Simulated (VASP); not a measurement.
# MoS2 (R3m) in VASP: further runs, part 2 of 2

VASP 6.6.1. Earlier steps stand in the parts before.

## Step 3: Single point, PBE

Input file INCAR:

```
ALGO     = Normal         # electronic algorithm
EDIFF    = 1E-6           # SCF threshold, eV
ENCUT    = 520            # plane-wave cutoff, eV
GGA      = PE             # functional
ISIF     = 2              # what is computed and relaxed
ISMEAR   = -1             # smearing method
LASPH    = True           # aspherical terms in the spheres
LCHARG   = False          # write CHGCAR
LREAL    = False          # projectors in reciprocal space
LWAVE    = False          # write WAVECAR
NBANDS   = 20             # bands
NELM     = 60             # most SCF steps
PREC     = Accurate       # precision mode
SIGMA    = 0.03           # smearing width, eV
```

Input file KPOINTS:

```
k-points
0
Gamma
  6 6 6
```

Input file POSCAR:

```
MoS2
1.0
    1.5800000000      0.9122134253      6.1500000000
   -1.5800000000      0.9122134253      6.1500000000
    0.0000000000     -1.8244268506      6.1500000000
Mo S
1 2
Direct
    0.0000000000      0.0000000000      0.0000000000
    0.4170000000      0.4170000000      0.4170000000
    0.2500000000      0.2500000000      0.2500000000
```

Potentials or basis: VASP PAW PBE potentials, release 64 (Mo_sv, S).

Run with:

```console
$ cat potpaw_PBE.64/Mo_sv/POTCAR potpaw_PBE.64/S/POTCAR > POTCAR
$ mpirun -np 1 vasp_std > vasp.out
```

OUTCAR:

```text
EDIFF = 1E-6
   ENCUT = 520
   GGA = PE
   ISIF = 2
   ISMEAR = -1
   LASPH = True
   LREAL = False
   NELM = 60
   PREC = Accurate

 ion  position               nearest neighbor table
   1  0.000  0.000  0.000-   3 2.39   3 2.39   3 2.39   2 2.39   2 2.39   2 2.39
   2  0.417  0.417  0.417-   1 2.39   1 2.39   1 2.39
   3  0.250  0.250  0.250-   1 2.39   1 2.39   1 2.39

  LATTYP: Found a trigonal (rhomboedric) cell.
 ALAT       =     6.4149071181
 COS(alpha) =     0.8786713335

  Lattice vectors:

 A1 = (   1.5800000000,   0.9122134253,   6.1500000000)
 A2 = (  -1.5800000000,   0.9122134253,   6.1500000000)
 A3 = (   0.0000000000,  -1.8244268506,   6.1500000000)

Analysis of symmetry for initial positions (statically):
=====================================================================
 Subroutine PRICEL returns:
 Original cell was already a primitive cell.

 Routine SETGRP: Setting up the symmetry group for a
 trigonal (rhombohedral) supercell.

 Subroutine GETGRP returns: Found  6 space group operations
 (whereof  6 operations were pure point group operations)
 out of a pool of 12 trial point group operations.

The static configuration has the point symmetry C_3v.

Analysis of symmetry for dynamics (positions and initial velocities):
=====================================================================
 Subroutine PRICEL returns:
 Original cell was already a primitive cell.

 Routine SETGRP: Setting up the symmetry group for a
 trigonal (rhombohedral) supercell.

 Subroutine GETGRP returns: Found  6 space group operations
 (whereof  6 operations were pure point group operations)
 out of a pool of 12 trial point group operations.

The dynamic configuration has the point symmetry C_3v.

 Subroutine INISYM returns: Found  6 space group operations
 (whereof  6 operations are pure point group operations),
 and found     1 'primitive' translations

[... 103 lines left out ...]
   ISYM   =      2    0-nonsym 1-usesym 2-fastsym
   POTIM  = 0.5000    time-step for ionic-motion
   TEBEG  =    0.0;   TEEND  =   0.0 temperature during run
   PSTRESS=    0.0 pullay stress
   NELECT =      26.0000    total number of electrons
   NUPDOWN=      -1.0000    fix difference up-down
   EMIN   =  10.00;   EMAX   =-10.00  energy-range for DOS
   EFERMI =   0.00;   METHOD = LEGACY
   ISMEAR =    -1;   SIGMA  =   0.03  broadening in eV -4-tet -1-fermi 0-gaus
   EFERMI_NEDOS =   21; number of points for ismear=-14 and -15
   IALGO  =     38    algorithm
   IMIX   =      4    mixing-type and parameters
     AMIX     =   0.40;   BMIX     =  1.00
     AMIX_MAG =   1.60;   BMIX_MAG =  1.00
  volume/ion in A,a.u.               =      17.73       119.63
  Fermi-wavevector in a.u.,A,eV,Ry     =   1.289652  2.437089 22.629252  1.663203
  Thomas-Fermi vector in A             =   2.421532
   LORBIT       =      0    0 simple, 1 ext, 2 COOP (PROOUT), +10 PAW based schemes
   GGA     = PE    functional components
[... 5 lines left out ...]
 non-spin polarized calculation
  energy-cutoff  :      520.00
  volume of cell :       53.18
 maximum number of plane-waves:      1444
   NGX = 23   NGY = 23   NGZ = 23

 number of electron      25.9999998 magnetization

 Free energy of the ion-electron system (eV)
  ---------------------------------------------------
  ext. energy  EPLUGINS =         0.00000000
  ---------------------------------------------------
  free energy    TOTEN  =       -21.78922227 eV

  energy without entropy =      -21.78922226  energy(sigma->0) =      -21.78922226

 E-fermi :   8.0848     XC(G=0): -10.8262

 val. band max:        7.6553809360   @ k =   0.5000   0.5000   0.5000
 cond. band min:       8.5956531426   @ k =  -0.1667   0.5000   0.1667
 fundamental gap:      0.9402722065
 Fermi energy:         8.0847629478

 k-point     1 :       0.0000    0.0000    0.0000
  band No.  band energies     occupation
      1     -53.9091      2.00000
      2     -28.0773      2.00000
      3     -27.8463      2.00000
      4     -27.8463      2.00000
      5      -7.4614      2.00000
      6      -5.7417      2.00000
[... 541 lines left out ...]
     19      15.8193      0.00000
     20      16.1922      0.00000

 [... further k-points ...]
[... 5 lines left out ...]
  --------------------------------------------------------------------------------------
  -------------------------------------------------------------------------------------
  Total        1.4663031      1.4663031      2.2557024     -0.0000000      0.0000000      0.0000000
  in kB       44.1727488     44.1727488     67.9536001     -0.0000000      0.0000000      0.0000000
  external PRESSURE =      52.0996992 kB  Pullay stress =       0.0000000 kB

 VOLUME and BASIS-vectors are now :
 -----------------------------------------------------------------------------
  energy-cutoff  :      520.00
  volume of cell :       53.18
      direct lattice vectors                 reciprocal lattice vectors
     1.580000000  0.912213425  6.150000000     0.316455696  0.182705781  0.054200542
    -1.580000000  0.912213425  6.150000000    -0.316455696  0.182705781  0.054200542
     0.000000000 -1.824426851  6.150000000     0.000000000 -0.365411563  0.054200542

 POSITION                                       TOTAL-FORCE (eV/Angst)
 -----------------------------------------------------------------------------------
      0.00000      0.00000      0.00000         0.000000      0.000000      0.086392
      0.00000      0.00000      7.69365         0.000000      0.000000      0.425535
      0.00000      0.00000      4.61250         0.000000     -0.000000     -0.511927
 -----------------------------------------------------------------------------------
    total drift:                                0.000000     -0.000000      0.000064

  FREE ENERGIE OF THE ION-ELECTRON SYSTEM (eV)
  ---------------------------------------------------
  free  energy   TOTEN  =       -21.7892222672 eV

  energy  without entropy=      -21.7892222613  energy(sigma->0) =      -21.78922226
```

OSZICAR:

```text
N       E                     dE             d eps       ncg     rms          rms(c)
DAV:   1     0.183818325093E+03    0.18382E+03   -0.13424E+04  1280   0.122E+03
DAV:   2    -0.158907771359E+02   -0.19971E+03   -0.19430E+03  1540   0.318E+02
DAV:   3    -0.231440150430E+02   -0.72532E+01   -0.71813E+01  1620   0.567E+01
DAV:   4    -0.232267063462E+02   -0.82691E-01   -0.82636E-01  1572   0.630E+00
DAV:   5    -0.232278759393E+02   -0.11696E-02   -0.11695E-02  1600   0.748E-01    0.252E+01
DAV:   6    -0.221397850056E+02    0.10881E+01   -0.10055E+01  1368   0.194E+01    0.912E+00
DAV:   7    -0.218866913676E+02    0.25309E+00   -0.35350E+00  1312   0.110E+01    0.610E+00
DAV:   8    -0.217889735759E+02    0.97718E-01   -0.50367E-01  1456   0.440E+00    0.178E+00
DAV:   9    -0.217902760674E+02   -0.13025E-02   -0.20013E-02  1468   0.896E-01    0.627E-01
DAV:  10    -0.217891939452E+02    0.10821E-02   -0.78919E-03  1416   0.594E-01    0.123E-01
DAV:  11    -0.217892185319E+02   -0.24587E-04   -0.44772E-04  1528   0.147E-01    0.567E-02
DAV:  12    -0.217892058766E+02    0.12655E-04   -0.69759E-05  1468   0.533E-02    0.249E-02
DAV:  13    -0.217892219977E+02   -0.16121E-04   -0.23439E-05  1372   0.284E-02    0.103E-02
DAV:  14    -0.217892222672E+02   -0.26941E-06   -0.12956E-06  1236   0.695E-03
   1 F= -.21789222E+02 E0= -.21789222E+02  d E =-.588796E-08
```

Run time: 46 s. Hardware: 1 thread of Intel Xeon 6975P-C (Granite Rapids), shared host; peak memory 0.31 GiB.

Results:

```yaml
Free_energy: -21.7892 eV
Pressure: 5.2 GPa
Largest_force: 0.512 eV/Å
Band_gap_on_the_k_mesh: 0.94 eV, indirect (least direct gap 1.71 eV)
```

Forces in eV/Å, atoms in the order of the input:
```
Mo   0.000  0.000  0.086
S    0.000  0.000  0.426
S    0.000  0.000 -0.512
```

Levels at points of the mesh, in eV from the valence-band top:
```
           k point  band 9  band 10  band 11  band 12  band 13  band 14  band 15  band 16  band 17  band 18
(0.00, 0.00, 0.00)   -3.47    -2.34    -2.34    -1.27    -1.17     2.03     2.03     2.45     2.45     5.51
(0.50, 0.00, 0.00)   -5.07    -4.06    -2.37    -1.67    -1.49     1.59     2.02     3.49     3.50     5.29
(0.50, 0.50, 0.00)   -4.78    -3.99    -2.93    -1.85    -1.32     1.54     2.14     3.03     3.92     6.02
(0.50, 0.50, 0.50)   -3.48    -3.48    -2.31    -2.31     0.00     2.12     2.12     2.31     2.31     5.60
```

A k mesh can miss the band edges. PBE gaps usually lie below the measured ones, often by a third to a half.

## Step 4: Single point, PBE

Input file INCAR:

```
SYSTEM = MoS2
PREC = Accurate ; ENCUT = 520
EDIFF = 1E-6 ; ISMEAR = -1
SIGMA = 0.03 ; LREAL = .FALSE.
LASPH = .TRUE. ; NELM = 60
ALGO = Normal ; ISIF = 2
LWAVE = .FALSE. ; LCHARG = .FALSE.
GGA = PE ; NBANDS = 20
```

Input file KPOINTS:

```
regular mesh
0
G
  6 6 6
  0 0 0
```

POSCAR is that of step 3.

Run with:

```console
$ cat potpaw_PBE.64/Mo_sv/POTCAR potpaw_PBE.64/S/POTCAR > POTCAR
$ mpirun -np 1 vasp_std > vasp.out
```

Run time: 83 s. Hardware: 1 thread of Intel Xeon 6975P-C, shared host; peak memory 0.31 GiB.

It converged, with:

* Free energy: -21.7892 eV
* Pressure: 5.2 GPa
* Largest force: 0.512 eV/Å
* Band gap on the k mesh: 0.94 eV, indirect (least direct gap 1.71 eV)

Forces in eV/Å, atoms in the order of the input:
```
Mo   0.000  0.000  0.086
S    0.000  0.000  0.426
S    0.000  0.000 -0.512
```

Stress tensor (GPa, compression positive):
```
4.42 0.00 0.00
0.00 4.42 0.00
0.00 0.00 6.80
```

Levels at points of the mesh, in eV from the valence-band top:
```csv
k point,band 11,band 12,band 13,band 14,band 15,band 16
"(0.00, 0.00, 0.00)",-2.34,-1.27,-1.17,2.03,2.03,2.45
"(0.50, 0.00, 0.00)",-2.37,-1.67,-1.49,1.59,2.02,3.49
"(0.50, 0.50, 0.00)",-2.93,-1.85,-1.32,1.54,2.14,3.03
"(0.50, 0.50, 0.50)",-2.31,-2.31,0.00,2.12,2.12,2.31
```

A k mesh can miss the band edges. A hybrid or GW would open this gap; PBE tends to underestimate it.

## Step 5: Single point, r2SCAN

POSCAR is that of step 4.

Input file INCAR.step1:

```
SYSTEM = MoS2
  PREC = Accurate
  ENCUT = 520
  ISMEAR = 0
  SIGMA = 0.01
  LREAL = .FALSE.
  LASPH = .TRUE.
  NELM = 100
  NBANDS = 20
  GGA = PE
  ALGO = Normal
  EDIFF = 1E-4
  LWAVE = .TRUE.
  LCHARG = .FALSE.
```

Input file INCAR.step2:

```
SYSTEM = MoS2
  PREC = Accurate
  ENCUT = 520
  EDIFF = 1E-7
  ISMEAR = 0
  SIGMA = 0.01
  LREAL = .FALSE.
  LASPH = .TRUE.
  NELM = 100
  ALGO = Normal
  ISIF = 2
  LWAVE = .FALSE.
  LCHARG = .FALSE.
  METAGGA = R2SCAN
  LMIXTAU = .TRUE.
  NBANDS = 20
  ISTART = 1
```

Input file KPOINTS:

```
regular mesh
0
G
  10 10 10
  0 0 0
```

Potentials or basis: VASP PAW PBE potentials, release 64 (Mo_sv, S).

Run with:

```console
$ cat potpaw_PBE.64/Mo_sv/POTCAR potpaw_PBE.64/S/POTCAR > POTCAR
$ cp INCAR.step1 INCAR
$ mpirun -np 1 vasp_std > vasp.out
$ cp INCAR.step2 INCAR
$ mpirun -np 1 vasp_std > vasp.out
```

OUTCAR:

```text
SYSTEM = MoS2
   PREC = Accurate
   ENCUT = 520
   EDIFF = 1E-7
   ISMEAR = 0
   LREAL = .FALSE.
   LASPH = .TRUE.
   NELM = 100
   ISIF = 2
   METAGGA = R2SCAN
   ISTART = 1

 ion  position               nearest neighbor table
   1  0.000  0.000  0.000-   3 2.39   3 2.39   3 2.39   2 2.39   2 2.39   2 2.39
   2  0.417  0.417  0.417-   1 2.39   1 2.39   1 2.39
   3  0.250  0.250  0.250-   1 2.39   1 2.39   1 2.39

  LATTYP: Found a trigonal (rhomboedric) cell.
 ALAT       =     6.4149071181
 COS(alpha) =     0.8786713335

  Lattice vectors:

 A1 = (   1.5800000000,   0.9122134253,   6.1500000000)
 A2 = (  -1.5800000000,   0.9122134253,   6.1500000000)
 A3 = (   0.0000000000,  -1.8244268506,   6.1500000000)

Analysis of symmetry for initial positions (statically):
=====================================================================
 Subroutine PRICEL returns:
 Original cell was already a primitive cell.

 Routine SETGRP: Setting up the symmetry group for a
 trigonal (rhombohedral) supercell.

[... 164 lines left out ...]
  free energy    TOTEN  =       -45.01174678 eV

  energy without entropy =      -45.01174678  energy(sigma->0) =      -45.01174678

 E-fermi :   7.7217     XC(G=0): -11.5168

 val. band max:        7.5582803007   @ k =   0.5000   0.5000   0.5000
 cond. band min:       8.6312216188   @ k =  -0.2000   0.2000   0.0000
 fundamental gap:      1.0729413182
 Fermi energy:         7.7217422427

 k-point     1 :       0.0000    0.0000    0.0000
  band No.  band energies     occupation
      1     -55.9929      2.00000
      2     -29.4312      2.00000
      3     -29.1937      2.00000
      4     -29.1937      2.00000
      5      -8.2873      2.00000
      6      -6.4867      2.00000
[... 541 lines left out ...]
     19      15.7004      0.00000
     20      16.6738      0.00000

 [... further k-points ...]

------------------------ aborting loop because EDIFF is reached ----------------------------------------

  FORCE on cell =-STRESS in cart. coord.  units (eV):
  Direction    XX          YY          ZZ          XY          YZ          ZX
  --------------------------------------------------------------------------------------
  -------------------------------------------------------------------------------------
  Total        1.3164660      1.3164660      1.5814654      0.0000000      0.0000000      0.0000000
  in kB       39.6588687     39.6588687     47.6420403      0.0000000      0.0000000      0.0000000
  external PRESSURE =      42.3199259 kB  Pullay stress =       0.0000000 kB

 VOLUME and BASIS-vectors are now :
 -----------------------------------------------------------------------------
  energy-cutoff  :      520.00
  volume of cell :       53.18
      direct lattice vectors                 reciprocal lattice vectors
     1.580000000  0.912213425  6.150000000     0.316455696  0.182705781  0.054200542
    -1.580000000  0.912213425  6.150000000    -0.316455696  0.182705781  0.054200542
     0.000000000 -1.824426851  6.150000000     0.000000000 -0.365411563  0.054200542

 POSITION                                       TOTAL-FORCE (eV/Angst)
 -----------------------------------------------------------------------------------
      0.00000      0.00000      0.00000         0.000000      0.000000      0.087229
      0.00000      0.00000      7.69365         0.000000     -0.000000      0.278777
      0.00000      0.00000      4.61250         0.000000      0.000000     -0.366006
 -----------------------------------------------------------------------------------
    total drift:                                0.000000     -0.000000     -0.000002

  FREE ENERGIE OF THE ION-ELECTRON SYSTEM (eV)
  ---------------------------------------------------
  free  energy   TOTEN  =       -45.0117467834 eV

  energy  without entropy=      -45.0117467834  energy(sigma->0) =      -45.01174678
```

It took 20 min on 1 thread of Intel Xeon 6975P-C, shared host; peak memory 0.43 GiB.

Results:

```yaml
Free_energy: -45.0117 eV
Pressure: 4.2 GPa
Largest_force: 0.366 eV/Å
Band_gap_on_the_k_mesh: 1.07 eV, indirect (least direct gap 2.08 eV)
```

Forces on the atoms (eV/Å):
```
Mo   0.000  0.000  0.087
S    0.000  0.000  0.279
S    0.000  0.000 -0.366
```

Levels at points of the mesh, in eV from the valence-band top:
| k point | band 9 | band 10 | band 11 | band 12 | band 13 | band 14 | band 15 | band 16 | band 17 | band 18 |
| --- | --- | --- | --- | --- | --- | --- | --- | --- | --- | --- |
| (0.00, 0.00, 0.00) | -3.66 | -2.49 | -2.49 | -1.39 | -1.20 | 2.16 | 2.16 | 2.57 | 2.57 | 6.05 |
| (0.50, 0.00, 0.00) | -5.30 | -4.29 | -2.53 | -1.82 | -1.55 | 1.69 | 2.14 | 3.69 | 3.75 | 5.63 |
| (0.50, 0.50, 0.00) | -4.99 | -4.21 | -3.11 | -2.01 | -1.38 | 1.64 | 2.26 | 3.28 | 4.12 | 6.42 |
| (0.50, 0.50, 0.50) | -3.68 | -3.67 | -2.47 | -2.47 | 0.00 | 2.26 | 2.26 | 2.44 | 2.44 | 6.10 |

Caveat: the PAW data sets were made with another functional, which shifts forces and pressure a little. r2SCAN opens gaps a little over a GGA but as a rule still falls short of measured ones.

## Step 6: Overview

```csv
level,k mesh,smearing,gap on the mesh (eV),pressure (GPa),largest force (eV/Å)
PBEsol,6 × 6 × 6,fermi-dirac 0.03 eV,0.91,0.3,0.27
PBE,6 × 6 × 6,fermi-dirac 0.03 eV,0.94,5.2,0.51
r2SCAN,10 × 10 × 10,gaussian 0.01 eV,1.07,4.2,0.37
```

Alike in all rows: task single point; potentials or basis VASP PAW PBE potentials, release 64 (Mo_sv, S); no spin polarisation; cell as given; cutoff (eV) 520.

On the cell as given the gap runs from 0.91 eV (PBEsol) to 1.07 eV (r2SCAN); the meshes differ, which moves gaps too. The pressure there spans 0.3 GPa (PBEsol) to 5.2 GPa (PBE); a positive pressure means that this level wants a larger cell, a negative one a smaller.

Caveats: the PAW data sets were made with another functional, which shifts forces and pressure a little (some runs).

Total energies depend on the potentials used, so only differences within one code and one set of settings carry meaning.
